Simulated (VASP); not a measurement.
Write the native input for VASP 6.6.1 that does the following.

* Task: single point
* Functional: PBE
* Potentials or basis: VASP PAW PBE potentials, release 64 (Ca_sv, Si, Se)
* Cutoff: 520 eV
* k mesh: 4 × 4 × 4
* Occupations: gaussian, width 0.1 eV
* Spin: no spin polarisation
* Dipole correction: no
* Further INCAR settings: ALGO = Normal; EDIFF = 1e-06; NBANDS = 33

The structure of CaSi3Se4 lies in POSCAR:

```
CaSi3Se4
1.0
    5.3090139700      0.0000000000      0.0000000000
    0.0000000000      5.3090139700      0.0000000000
    0.0000000000      0.0000000000      5.3090139700
Ca Si Se
1 3 4
Direct
    0.5000000000      0.5000000000      0.5000000000
    0.5000000000      0.0000000000      0.0000000000
    0.0000000000      0.5000000000      0.0000000000
    0.0000000000      0.0000000000      0.5000000000
    0.0000000000      0.5000000000      0.5000000000
    0.5000000000      0.0000000000      0.5000000000
    0.5000000000      0.5000000000      0.0000000000
    0.0000000000      0.0000000000      0.0000000000
```

One way to write it, as run:

INCAR

```
SYSTEM = CaSi3Se4
ALGO     = Normal         ! electronic algorithm
EDIFF    = 1E-6           ! SCF threshold, eV
ENCUT    = 520            ! plane-wave cutoff, eV
GGA      = PE             ! functional
ISIF     = 2              ! what is computed and relaxed
ISMEAR   = 0              ! smearing method
LASPH    = .True.         ! aspherical terms in the spheres
LCHARG   = .False.        ! write CHGCAR
LREAL    = .False.        ! projectors in reciprocal space
LWAVE    = .False.        ! write WAVECAR
NBANDS   = 33             ! bands
NELM     = 100            ! most SCF steps
PREC     = Accurate       ! precision mode
SIGMA    = 0.1            ! smearing width, eV
```

KPOINTS

```
k-points
0
Gamma
  4 4 4
  0 0 0
```

Potentials or basis: VASP PAW PBE potentials, release 64 (Ca_sv, Si, Se).

Command:

```sh
$ cat potpaw_PBE.64/Ca_sv/POTCAR potpaw_PBE.64/Si/POTCAR potpaw_PBE.64/Se/POTCAR > POTCAR
$ mpirun -np 1 vasp_std > vasp.out
```

It gave:

- Pressure: 13.8 GPa
- Band gap on the k mesh: zero (filled and empty bands touch)

Caveat: the cell stands under pressure.

Wall time 29 s on 1 thread of Intel(R) Xeon(R) 6975P-C (Granite Rapids) (shared host), peak memory 0.25 GiB.
